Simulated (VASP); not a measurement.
# Be2ZnTe2Se (P6/mmm) in VASP: relaxation of cell and atoms with PBE

Aim: the relaxation of cell and atoms of Be2ZnTe2Se with PBE.

Program: VASP 6.6.1. These are calculated values, not measurements. Logs are shortened: lines on timing, memory, paths and dates and some standing lists are left out, and cuts for length are marked.

## (1) The cell of the first run

Symmetry: P6/mmm, No. 191, hexagonal system. The conventional cell has a = 3.896 Å, b = 3.896 Å, c = 10.752 Å, α = 90.00°, β = 90.00°, γ = 120.00°. Within 3.0 Å of Be (site symmetry -6m2) lie 3 Zn at 2.25 Å and 3 Be at 2.25 Å. Zn (site symmetry 6/mmm) has 6 Be at 2.25 Å and 2 Te at 2.76 Å within 3.0 Å. Te (site symmetry 6mm) has 1 Se at 2.62 Å and 1 Zn at 2.76 Å and 6 Be at 3.56 Å within 3.6 Å. Se (site symmetry 6/mmm) has 2 Te at 2.62 Å within 3.5 Å.

The cell was built from a structure type or drawn by symmetry, and may not be a known phase.

## (2) Relaxation of cell and atoms, PBE

The input, INCAR:

```
SYSTEM = Be2ZnTe2Se
PREC     = Accurate       ! precision mode
ENCUT    = 600            ! plane-wave cutoff, eV
EDIFF    = 1E-6           ! SCF threshold, eV
ISMEAR   = 0              ! smearing method
SIGMA    = 0.1            ! smearing width, eV
LREAL    = .False.        ! projectors in reciprocal space
LASPH    = .True.         ! aspherical terms in the spheres
NELM     = 80             ! most SCF steps
ALGO     = Normal         ! electronic algorithm
ISIF     = 3              ! what is computed and relaxed
LWAVE    = .False.        ! write WAVECAR
LCHARG   = .False.        ! write CHGCAR
GGA      = PE             ! functional
IBRION   = 2              ! ionic algorithm
NSW      = 100            ! ionic steps
EDIFFG   = -0.01          ! ionic threshold
```

The input, KPOINTS:

```
regular mesh
0
Gamma
  12 12 4
  0 0 0
```

The input, POSCAR:

```
Be2ZnTe2Se
1.0
    3.8956737921      0.0000000000      0.0000000000
   -1.9478368960      3.3737524688      0.0000000000
    0.0000000000      0.0000000000     10.7519446216
Be Zn Te Se
2 1 2 1
Direct
    0.3333333333      0.6666666667      0.5000000000
    0.6666666667      0.3333333333      0.5000000000
    0.0000000000      0.0000000000      0.5000000000
    0.0000000000      0.0000000000      0.7564596478
    0.0000000000      0.0000000000      0.2435403522
    0.0000000000      0.0000000000      0.0000000000
```

Potentials or basis: VASP PAW PBE potentials, release 64 (Be, Zn, Te, Se).

On the command line:

```bash
cat potpaw_PBE.64/Be/POTCAR potpaw_PBE.64/Zn/POTCAR potpaw_PBE.64/Te/POTCAR potpaw_PBE.64/Se/POTCAR > POTCAR
mpirun -np 1 vasp_std > vasp.out
```

OUTCAR:

```text
SYSTEM = Be2ZnTe2Se
   PREC = Accurate
   ENCUT = 600
   EDIFF = 1E-6
   ISMEAR = 0
   LREAL = .False.
   LASPH = .True.
   NELM = 80
   ISIF = 3
   GGA = PE
   IBRION = 2
   NSW = 100
   EDIFFG = -0.01

 ion  position               nearest neighbor table
   1  0.333  0.667  0.500-   3 2.25   2 2.25   2 2.25   3 2.25   3 2.25   2 2.25
   2  0.667  0.333  0.500-   3 2.25   1 2.25   1 2.25   3 2.25   3 2.25   1 2.25
   3  0.000  0.000  0.500-   1 2.25   2 2.25   1 2.25   2 2.25   2 2.25   1 2.25   4 2.76   5 2.76

   4  0.000  0.000  0.756-   6 2.62   3 2.76
   5  0.000  0.000  0.244-   6 2.62   3 2.76
   6  0.000  0.000  0.000-   4 2.62   5 2.62

  LATTYP: Found a hexagonal cell.
 ALAT       =     3.8956737921
 C/A-ratio  =     2.7599704686

  Lattice vectors:

 A1 = (   3.8956737921,   0.0000000000,   0.0000000000)
 A2 = (  -1.9478368960,   3.3737524688,   0.0000000000)
 A3 = (   0.0000000000,   0.0000000000,  10.7519446216)

Analysis of symmetry for initial positions (statically):
=====================================================================
 Subroutine PRICEL returns:
 Original cell was already a primitive cell.

 Routine SETGRP: Setting up the symmetry group for a
 hexagonal supercell.

 Subroutine GETGRP returns: Found 24 space group operations
 (whereof 24 operations were pure point group operations)
 out of a pool of 24 trial point group operations.

The static configuration has the point symmetry D_6h.

Analysis of symmetry for dynamics (positions and initial velocities):
=====================================================================
 Subroutine PRICEL returns:
 Original cell was already a primitive cell.

 Routine SETGRP: Setting up the symmetry group for a
 hexagonal supercell.

 Subroutine GETGRP returns: Found 24 space group operations
 (whereof 24 operations were pure point group operations)
 out of a pool of 24 trial point group operations.

The dynamic configuration has the point symmetry D_6h.

 Subroutine INISYM returns: Found 24 space group operations
 (whereof 24 operations are pure point group operations),
 and found     1 'primitive' translations

----------------------------------------------------------------------------------------

                                     Primitive cell

  volume of cell :     141.3132

  direct lattice vectors                    reciprocal lattice vectors
     3.895673792  0.000000000  0.000000000     0.256695004  0.148202930  0.000000000
    -1.947836896  3.373752469  0.000000000     0.000000000  0.296405859  0.000000000
[... 105 lines left out ...]
   NUPDOWN=      -1.0000    fix difference up-down
   EMIN   =  10.00;   EMAX   =-10.00  energy-range for DOS
   EFERMI =   0.00;   METHOD = LEGACY
   ISMEAR =     0;   SIGMA  =   0.10  broadening in eV -4-tet -1-fermi 0-gaus
   EFERMI_NEDOS =   21; number of points for ismear=-14 and -15
   IALGO  =     38    algorithm
   IMIX   =      4    mixing-type and parameters
     AMIX     =   0.40;   BMIX     =  1.00
     AMIX_MAG =   1.60;   BMIX_MAG =  1.00
  volume/ion in A,a.u.               =      23.55       158.94
  Fermi-wavevector in a.u.,A,eV,Ry     =   1.018217  1.924150 14.106046  1.036765
  Thomas-Fermi vector in A             =   2.151662
   LORBIT       =      0    0 simple, 1 ext, 2 COOP (PROOUT), +10 PAW based schemes
   GGA     = PE    functional components
   LHFCALC =     F    Hartree Fock is set to
   AEXX    =    0.0000 exact exchange contribution
   IVDW    =     0    specifies the selected vdW correction
   LEPSILON=     F    determine dielectric tensor
   LRPA    =     F    only Hartree local field effects (RPA)
 conjugate gradient relaxation of ions
 non-spin polarized calculation
 Gauss-broadening in eV      SIGMA  =   0.10
  energy-cutoff  :      600.00
  volume of cell :      141.31
 maximum number of plane-waves:      4753
 NGX is ok and might be reduce to    32
   NGX = 15   NGY = 15   NGZ = 43

--------------------------------------- Ionic step        1  -------------------------------------------

 number of electron      34.0000005 magnetization

 Free energy of the ion-electron system (eV)
  ---------------------------------------------------
  ext. energy  EPLUGINS =         0.00000000
  ---------------------------------------------------
  free energy    TOTEN  =       -15.87228506 eV

  energy without entropy =      -15.85587954  energy(sigma->0) =      -15.86408230

------------------------ aborting loop because EDIFF is reached ----------------------------------------

  FORCE on cell =-STRESS in cart. coord.  units (eV):
  Direction    XX          YY          ZZ          XY          YZ          ZX
  --------------------------------------------------------------------------------------
  -------------------------------------------------------------------------------------
  Total       -0.2564013     -0.2564013      0.5966713     -0.0000000     -0.0000000      0.0000000
  in kB       -2.9070200     -2.9070200      6.7649235     -0.0000000     -0.0000000      0.0000000
  external PRESSURE =       0.3169612 kB  Pullay stress =       0.0000000 kB
[... 307 lines left out ...]
--------------------------------------- Ionic step        9  -------------------------------------------

 number of electron      34.0000005 magnetization

 Free energy of the ion-electron system (eV)
  ---------------------------------------------------
  ext. energy  EPLUGINS =         0.00000000
  ---------------------------------------------------
  free energy    TOTEN  =       -15.87533669 eV

  energy without entropy =      -15.85740110  energy(sigma->0) =      -15.86636889

 E-fermi :   3.5158     XC(G=0):  -9.0939

 val. band max:        3.5135489873   @ k =   0.0833   0.0833   0.0000
 cond. band min:       3.5212748367   @ k =   0.5000   0.0000   0.2500
 fundamental gap:      0.0077258494
 Fermi energy:         3.5158363473

 k-point     1 :       0.0000    0.0000    0.0000
  band No.  band energies     occupation
      1      -9.8590      2.00000
      2      -8.0880      2.00000
      3      -7.2359      2.00000
      4      -4.6501      2.00000
      5      -4.2425      2.00000
      6      -4.2425      2.00000
[... 565 lines left out ...]
     20       5.4787      0.00000
     21       6.8336      0.00000

 [... further k-points ...]

------------------------ aborting loop because EDIFF is reached ----------------------------------------

  FORCE on cell =-STRESS in cart. coord.  units (eV):
  Direction    XX          YY          ZZ          XY          YZ          ZX
  --------------------------------------------------------------------------------------
  -------------------------------------------------------------------------------------
  Total        0.0082168      0.0082168     -0.0203092      0.0000000      0.0000000     -0.0000000
  in kB        0.0933218      0.0933218     -0.2306600      0.0000000      0.0000000     -0.0000000
  external PRESSURE =      -0.0146721 kB  Pullay stress =       0.0000000 kB
[... 21 lines left out ...]
  FREE ENERGIE OF THE ION-ELECTRON SYSTEM (eV)
  ---------------------------------------------------
  free  energy   TOTEN  =       -15.8753366854 eV

  energy  without entropy=      -15.8574011006  energy(sigma->0) =      -15.86636889

 reached required accuracy - stopping structural energy minimisation
```

OSZICAR:

```text
N       E                     dE             d eps       ncg     rms          rms(c)
DAV:   1     0.191018068923E+03    0.19102E+03   -0.15389E+04  2394   0.166E+03
[... 72 lines left out ...]
       N       E                     dE             d eps       ncg     rms          rms(c)
DAV:   1    -0.158755309343E+02   -0.22987E-03   -0.62227E-03  2594   0.807E-01    0.120E-01
DAV:   2    -0.158753856216E+02    0.14531E-03   -0.12021E-03  2984   0.641E-01    0.478E-02
DAV:   3    -0.158753531046E+02    0.32517E-04   -0.10117E-04  2899   0.164E-01    0.264E-02
DAV:   4    -0.158753408544E+02    0.12250E-04   -0.20133E-05  2671   0.338E-02    0.138E-02
DAV:   5    -0.158753366406E+02    0.42138E-05   -0.83879E-06  2559   0.187E-02    0.776E-03
DAV:   6    -0.158753366854E+02   -0.44845E-07   -0.90921E-07  1197   0.856E-03
   9 F= -.15875337E+02 E0= -.15866369E+02  d E =-.190682E-03
```

It took 7.1 min on 1 thread of Intel Xeon 6975P-C (Granite Rapids), shared host; peak memory 0.49 GiB.

Results:

| Item | Value |
| --- | --- |
| Free energy | -15.8753 eV |
| Relaxed volume | 23.51 Å³/atom |
| Relaxed cell | a = 3.879 Å, b = 3.879 Å, c = 10.825 Å, α = 90.00°, β = 90.00°, γ = 120.00° |
| Space group after relaxing (to 0.1 Å) | P6/mmm (No. 191) |
| Energy gained by relaxing | 0.5 meV/atom |
| Ionic steps | 9 |
| Pressure after relaxing | 0.0 GPa |
| Largest force after relaxing | 0.003 eV/Å |
| Band gap on the k mesh | zero (bands 17 and 18 overlap by 2.79 eV) |

Forces in eV/Å, atoms in the order of the input:
```
Be   0.000  0.000  0.000
Be   0.000  0.000  0.000
Zn   0.000  0.000  0.000
Te   0.000  0.000  0.003
Te   0.000  0.000 -0.003
Se   0.000  0.000  0.000
```

Step by step:
```csv
step,energy change (eV),largest force (eV/Å),pressure (GPa),volume (Å³)
1,0.0000,0.0164,0.03,141.31
2,-0.0021,0.0654,-0.14,141.41
3,-0.0022,0.0709,-0.13,141.42
4,-0.0028,0.0417,0.01,141.02
5,-0.0028,0.0301,0.06,140.86
6,-0.0028,0.0063,0.17,140.54
7,-0.0029,0.0246,0.08,140.78
8,-0.0030,0.0122,0.03,140.95
9,-0.0031,0.0034,0.00,141.07
```

Final structure:
```
CELL_PARAMETERS angstrom
3.87912 0.00000 0.00000
-1.93956 3.35941 0.00000
0.00000 0.00000 10.82516
ATOMIC_POSITIONS crystal
Be 0.33333 0.66667 0.50000
Be 0.66667 0.33333 0.50000
Zn 0.00000 0.00000 0.50000
Te 0.00000 0.00000 0.75749
Te 0.00000 0.00000 0.24251
Se 0.00000 0.00000 0.00000
```

Caveat: spin-orbit coupling is left out, which moves the levels of the heavy elements.
